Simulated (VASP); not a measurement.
# TlWCl6 (Fm-3m) in VASP: single point with PBE

Aim: the single point of TlWCl6 with PBE.

All numbers are computed with VASP 6.6.1; they aren't measurements. Logs are shortened: lines on timing, memory, paths and dates and some standing lists are left out, and cuts for length are marked.

**1. The cell of the first run**

The structure is cubic, space group Fm-3m (No. 225). The conventional cell has a = 10.914 Å, b = 10.914 Å, c = 10.914 Å, α = 90.00°, β = 90.00°, γ = 90.00°. Tl (site symmetry m-3m) has 6 Cl at 2.73 Å within 3.6 Å. Within 3.6 Å of W (site symmetry m-3m) lie 6 Cl at 2.73 Å. Cl (site symmetry 4mm) has 1 Tl at 2.73 Å and 1 W at 2.73 Å within 3.6 Å.

**2. Single point, PBE**

File INCAR:

```
ALGO     = Normal         # electronic algorithm
EDIFF    = 1E-6           # SCF threshold, eV
ENCUT    = 520            # plane-wave cutoff, eV
GGA      = PE             # functional
ISIF     = 2              # what is computed and relaxed
ISMEAR   = 0              # smearing method
LASPH    = T              # aspherical terms in the spheres
LCHARG   = T              # write CHGCAR
LELF     = T              # ELF
LREAL    = F              # projectors in reciprocal space
LVHAR    = T            
LWAVE    = F              # write WAVECAR
NBANDS   = 44             # bands
NELM     = 60             # most SCF steps
PREC     = Accurate       # precision mode
SIGMA    = 0.1            # smearing width, eV
```

File KPOINTS:

```
k-points
0
Gamma
  4 4 4
```

File POSCAR:

```
TlWCl6
1.0
    0.0000000000      5.4570000000      5.4570000000
    5.4570000000      0.0000000000      5.4570000000
    5.4570000000      5.4570000000      0.0000000000
Tl W Cl
1 1 6
Direct
    0.0000000000      0.0000000000      0.0000000000
    0.5000000000      0.5000000000      0.5000000000
    0.7500000000      0.2500000000      0.2500000000
    0.2500000000      0.7500000000      0.7500000000
    0.2500000000      0.7500000000      0.2500000000
    0.7500000000      0.2500000000      0.7500000000
    0.2500000000      0.2500000000      0.7500000000
    0.7500000000      0.7500000000      0.2500000000
```

Potentials or basis: VASP PAW PBE potentials, release 64 (Tl_d, W_sv, Cl).

Started as:

```bash
cat potpaw_PBE.64/Tl_d/POTCAR potpaw_PBE.64/W_sv/POTCAR potpaw_PBE.64/Cl/POTCAR > POTCAR
mpirun -np 1 vasp_std > vasp.out
```

OUTCAR:

```text
EDIFF = 1E-6
   ENCUT = 520
   GGA = PE
   ISIF = 2
   ISMEAR = 0
   LASPH = T
   LREAL = F
   NELM = 60
   PREC = Accurate

 ion  position               nearest neighbor table
   1  0.000  0.000  0.000-   3 2.73   4 2.73   5 2.73   6 2.73   7 2.73   8 2.73
   2  0.500  0.500  0.500-   3 2.73   4 2.73   5 2.73   6 2.73   7 2.73   8 2.73
   3  0.750  0.250  0.250-   1 2.73   2 2.73
   4  0.250  0.750  0.750-   1 2.73   2 2.73
   5  0.250  0.750  0.250-   1 2.73   2 2.73
   6  0.750  0.250  0.750-   1 2.73   2 2.73
   7  0.250  0.250  0.750-   1 2.73   2 2.73
   8  0.750  0.750  0.250-   1 2.73   2 2.73

  LATTYP: Found a face centered cubic cell.
 ALAT       =    10.9140000000

  Lattice vectors:

 A1 = (   0.0000000000,   5.4570000000,   5.4570000000)
 A2 = (   5.4570000000,   0.0000000000,   5.4570000000)
 A3 = (   5.4570000000,   5.4570000000,   0.0000000000)

Analysis of symmetry for initial positions (statically):
=====================================================================
 Subroutine PRICEL returns:
 Original cell was already a primitive cell.

 Routine SETGRP: Setting up the symmetry group for a
 face centered cubic supercell.

 Subroutine GETGRP returns: Found 48 space group operations
 (whereof 48 operations were pure point group operations)
 out of a pool of 48 trial point group operations.

The static configuration has the point symmetry O_h .

Analysis of symmetry for dynamics (positions and initial velocities):
=====================================================================
 Subroutine PRICEL returns:
 Original cell was already a primitive cell.

 Routine SETGRP: Setting up the symmetry group for a
 face centered cubic supercell.

 Subroutine GETGRP returns: Found 48 space group operations
 (whereof 48 operations were pure point group operations)
 out of a pool of 48 trial point group operations.

The dynamic configuration has the point symmetry O_h .

 Subroutine INISYM returns: Found 48 space group operations
 (whereof 48 operations are pure point group operations),
 and found     1 'primitive' translations

----------------------------------------------------------------------------------------

                                     Primitive cell

  volume of cell :     325.0064

  direct lattice vectors                    reciprocal lattice vectors
     0.000000000  5.457000000  5.457000000    -0.091625435  0.091625435  0.091625435
     5.457000000  0.000000000  5.457000000     0.091625435 -0.091625435  0.091625435
     5.457000000  5.457000000  0.000000000     0.091625435  0.091625435 -0.091625435

  length of vectors
     7.717363410  7.717363410  7.717363410     0.158699909  0.158699909  0.158699909

  position of ions in fractional coordinates (direct lattice)
     0.000000000  0.000000000  0.000000000
     0.500000000  0.500000000  0.500000000
     0.750000000  0.250000000  0.250000000
     0.250000000  0.750000000  0.750000000
     0.250000000  0.750000000  0.250000000
     0.750000000  0.250000000  0.750000000
     0.250000000  0.250000000  0.750000000
     0.750000000  0.750000000  0.250000000

  ion indices of the primitive-cell ions
   primitive index   ion index
                 1           1
                 2           2
                 3           3
                 4           4
                 5           5
                 6           6
                 7           7
                 8           8

----------------------------------------------------------------------------------------

 KPOINTS: k-points

Automatic generation of k-mesh.
 Grid dimensions read from file:
 generate k-points for:    4    4    4

 Generating k-lattice:

  Cartesian coordinates                     Fractional coordinates (reciprocal lattice)
    -0.022906359  0.022906359  0.022906359     0.250000000  0.000000000  0.000000000
     0.022906359 -0.022906359  0.022906359     0.000000000  0.250000000  0.000000000
     0.022906359  0.022906359 -0.022906359     0.000000000  0.000000000  0.250000000

  Length of vectors
     0.039674977  0.039674977  0.039674977

  Shift w.r.t. Gamma in fractional coordinates (k-lattice)
     0.000000000  0.000000000  0.000000000

 Subroutine IBZKPT returns following result:
 ===========================================

 Found      8 irreducible k-points:

 Following reciprocal coordinates:
            Coordinates               Weight
  0.000000  0.000000  0.000000      1.000000
  0.250000  0.000000  0.000000      8.000000
  0.500000  0.000000  0.000000      4.000000
  0.250000  0.250000  0.000000      6.000000
  0.500000  0.250000  0.000000     24.000000
 -0.250000  0.250000  0.000000     12.000000
  0.500000  0.500000  0.000000      3.000000
 -0.250000  0.500000  0.250000      6.000000
   k-points           NKPTS =      8   k-points in BZ     NKDIM =      8   number of bands    NBANDS=     44
   number of dos      NEDOS =    301   number of ions     NIONS =      8
   total plane-waves  NPLWV = 216000
   dimension x,y,z NGX =    60 NGY =   60 NGZ =   60
   dimension x,y,z NGXF=   120 NGYF=  120 NGZF=  120
   ions per type =               1   1   6
   NGX,Y,Z   is equivalent  to a cutoff of  12.93, 12.93, 12.93 a.u.
   NGXF,Y,Z  is equivalent  to a cutoff of  25.85, 25.85, 25.85 a.u.
 SYSTEM =  unknown system
   PREC   = accura    normal or accurate (medium, high low for compatibility)
   ISTART =      0    job   : 0-new  1-cont  2-samecut
   ICHARG =      2    charge: 1-file 2-atom 10-const
   ISPIN  =      1    spin polarized calculation?
   LNONCOLLINEAR =      F non collinear calculations
   LSORBIT =      F    spin-orbit coupling
   LASPH  =      T    aspherical Exc in radial PAW
   ENCUT  =  520.0 eV  38.22 Ry    6.18 a.u.  14.35 14.35 14.35*2*pi/ulx,y,z
   NELM   =     60;   NELMIN=  2; NELMDL= -5     # of ELM steps
   EDIFF  = 0.1E-05   stopping-criterion for ELM
   LREAL  =      F    real-space projection
   EDIFFG = 0.1E-04   stopping-criterion for IOM
   NSW    =      0    number of steps for IOM
   IBRION =     -1    ionic relax: 0-MD 1-quasi-New 2-CG
   NFREE  =      0    steps in history (QN), initial steepest desc. (CG)
   ISIF   =      2    stress and relaxation
   ISYM   =      2    0-nonsym 1-usesym 2-fastsym
   POTIM  = 0.5000    time-step for ionic-motion
   TEBEG  =    0.0;   TEEND  =   0.0 temperature during run
   PSTRESS=    0.0 pullay stress
   NELECT =      69.0000    total number of electrons
   NUPDOWN=      -1.0000    fix difference up-down
   EMIN   =  10.00;   EMAX   =-10.00  energy-range for DOS
   EFERMI =   0.00;   METHOD = LEGACY
   ISMEAR =     0;   SIGMA  =   0.10  broadening in eV -4-tet -1-fermi 0-gaus
   EFERMI_NEDOS =   21; number of points for ismear=-14 and -15
   IALGO  =     38    algorithm
   IMIX   =      4    mixing-type and parameters
     AMIX     =   0.40;   BMIX     =  1.00
     AMIX_MAG =   1.60;   BMIX_MAG =  1.00
  volume/ion in A,a.u.               =      40.63       274.16
  Fermi-wavevector in a.u.,A,eV,Ry     =   0.976624  1.845551 12.977152  0.953794
  Thomas-Fermi vector in A             =   2.107257
   LORBIT       =      0    0 simple, 1 ext, 2 COOP (PROOUT), +10 PAW based schemes
   GGA     = PE    functional components
   LHFCALC =     F    Hartree Fock is set to
   AEXX    =    0.0000 exact exchange contribution
   IVDW    =     0    specifies the selected vdW correction
   LEPSILON=     F    determine dielectric tensor
   LRPA    =     F    only Hartree local field effects (RPA)
 non-spin polarized calculation
 Gauss-broadening in eV      SIGMA  =   0.10
  energy-cutoff  :      520.00
  volume of cell :      325.01
 maximum number of plane-waves:      8801
 NGX is ok and might be reduce to    60
   NGX = 29   NGY = 29   NGZ = 29

 number of electron      69.0000004 magnetization

 Free energy of the ion-electron system (eV)
  ---------------------------------------------------
  ext. energy  EPLUGINS =         0.00000000
  ---------------------------------------------------
  free energy    TOTEN  =       -27.94336628 eV

  energy without entropy =      -27.85259999  energy(sigma->0) =      -27.89798313

 E-fermi :  -1.1930     XC(G=0):  -6.6248

 val. band max:       -1.2102763723   @ k =   0.5000   0.5000   0.0000
 cond. band min:      -1.1912390005   @ k =   0.5000   0.0000   0.0000
 fundamental gap:      0.0190373718
 Fermi energy:        -1.1930428985

 k-point     1 :       0.0000    0.0000    0.0000
  band No.  band energies     occupation
      1     -77.2481      2.00000
      2     -41.2132      2.00000
      3     -41.2132      2.00000
      4     -41.2132      2.00000
      5     -15.7073      2.00000
      6     -15.3519      2.00000
[... 36 lines left out ...]
     43       3.9816      0.00000
     44       4.5689      0.00000

 k-point     2 :       0.2500    0.0000    0.0000
  band No.  band energies     occupation
      1     -77.2481      2.00000
      2     -41.2132      2.00000
      3     -41.2132      2.00000
      4     -41.2132      2.00000
      5     -15.6551      2.00000
      6     -15.3802      2.00000
[... 36 lines left out ...]
     43       4.6629      0.00000
     44       5.2948      0.00000

 k-point     3 :       0.5000    0.0000    0.0000
  band No.  band energies     occupation
      1     -77.2481      2.00000
      2     -41.2132      2.00000
      3     -41.2132      2.00000
      4     -41.2132      2.00000
      5     -15.5315      2.00000
      6     -15.5133      2.00000
[... 224 lines left out ...]
     43       5.0640      0.00000
     44       5.9164      0.00000

 k-point     8 :      -0.2500    0.5000    0.2500
  band No.  band energies     occupation
      1     -77.2481      2.00000
      2     -41.2132      2.00000
      3     -41.2132      2.00000
      4     -41.2132      2.00000
      5     -15.5301      2.00000
      6     -15.5279      2.00000
[... 36 lines left out ...]
     43       5.8987      0.00000
     44       6.1377      0.00000

------------------------ aborting loop because EDIFF is reached ----------------------------------------

  FORCE on cell =-STRESS in cart. coord.  units (eV):
  Direction    XX          YY          ZZ          XY          YZ          ZX
  --------------------------------------------------------------------------------------
  -------------------------------------------------------------------------------------
  Total       -9.7252681     -9.7252681     -9.7252681     -0.0000000      0.0000000     -0.0000000
  in kB      -47.9424591    -47.9424591    -47.9424591     -0.0000000      0.0000000     -0.0000000
  external PRESSURE =     -47.9424591 kB  Pullay stress =       0.0000000 kB

 VOLUME and BASIS-vectors are now :
 -----------------------------------------------------------------------------
  energy-cutoff  :      520.00
  volume of cell :      325.01
      direct lattice vectors                 reciprocal lattice vectors
     0.000000000  5.457000000  5.457000000    -0.091625435  0.091625435  0.091625435
     5.457000000  0.000000000  5.457000000     0.091625435 -0.091625435  0.091625435
     5.457000000  5.457000000  0.000000000     0.091625435  0.091625435 -0.091625435

 POSITION                                       TOTAL-FORCE (eV/Angst)
 -----------------------------------------------------------------------------------
      0.00000      0.00000      0.00000        -0.000000      0.000000      0.000000
      5.45700      5.45700      5.45700         0.000000      0.000000      0.000000
      2.72850      5.45700      5.45700         3.105172      0.000000      0.000000
      8.18550      5.45700      5.45700        -3.105172      0.000000      0.000000
      5.45700      2.72850      5.45700         0.000000      3.105172      0.000000
      5.45700      8.18550      5.45700         0.000000     -3.105172      0.000000
      5.45700      5.45700      2.72850         0.000000      0.000000      3.105172
      5.45700      5.45700      8.18550         0.000000      0.000000     -3.105172
 -----------------------------------------------------------------------------------
    total drift:                               -0.000000     -0.000000     -0.000000

  FREE ENERGIE OF THE ION-ELECTRON SYSTEM (eV)
  ---------------------------------------------------
  free  energy   TOTEN  =       -27.9433662774 eV

  energy  without entropy=      -27.8525999897  energy(sigma->0) =      -27.89798313
```

Run time: 1.8 min. Hardware: 1 thread of Intel Xeon 6975P-C (Granite Rapids), shared host; peak memory 0.53 GiB.

Results:

```yaml
Free_energy: -27.9434 eV
Pressure: -4.8 GPa
```

Levels at points of the mesh, in eV from the Fermi level:
```
           k point  band 32  band 33  band 34  band 35  band 36  band 37
(0.00, 0.00, 0.00)    -1.30    -1.30    -1.30    -0.02    -0.02    -0.02
(0.50, 0.00, 0.00)    -1.53    -1.51     0.00     0.08     0.08     0.36
(0.50, 0.50, 0.00)    -1.72    -1.30    -1.29    -0.02     0.20     0.20
```

Caveat: spin-orbit coupling is left out, which moves the levels of the heavy elements; an odd number of electrons without spin polarisation forces a metal; a magnetic or distorted state may lie lower.
